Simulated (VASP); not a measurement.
Write the native input for VASP 6.6.1 that does the following.

```
Task                   : single point
Functional             : PBEsol
Potentials or basis    : VASP PAW PBE potentials, release 64 (Sc_sv)
Cutoff                 : 520 eV
k mesh                 : 11 × 11 × 11
Occupations            : methfessel-paxton, width 0.15 eV
Spin                   : no spin polarisation
Dipole correction      : no
Further INCAR settings : ALGO = Normal; EDIFF = 1e-07; NBANDS = 12
```

The structure of Sc lies in POSCAR:

```
Sc
1.0
    0.0000000000      2.2675083608      2.2675083608
    2.2675083608      0.0000000000      2.2675083608
    2.2675083608      2.2675083608      0.0000000000
Sc
1
Direct
    0.0000000000      0.0000000000      0.0000000000
```

The input as run:

INCAR

```
SYSTEM = Sc
PREC = Accurate
ENCUT = 520
EDIFF = 1E-7
ISMEAR = 1
SIGMA = 0.15
LREAL = .False.
LASPH = .True.
NELM = 80
ALGO = Normal
ISIF = 2
LWAVE = .False.
LCHARG = .False.
GGA = PS
NBANDS = 12
```

KPOINTS

```
Automatic mesh
0
Gamma
  11 11 11
  0 0 0
```

Potentials or basis: VASP PAW PBE potentials, release 64 (Sc_sv).

The run is started by

```sh
$ cat potpaw_PBE.64/Sc_sv/POTCAR > POTCAR
$ mpirun -np 1 vasp_std > vasp.out
```

It gave:

| Item | Value |
| --- | --- |
| Pressure | 0.6 GPa |

Caveat: the PAW data sets were made with another functional, which shifts forces and pressure a little.

It took 6.3 s on 1 thread of Intel(R) Xeon(R) Platinum 8488C (Sapphire Rapids), with other jobs on the host, peak memory 0.14 GiB.
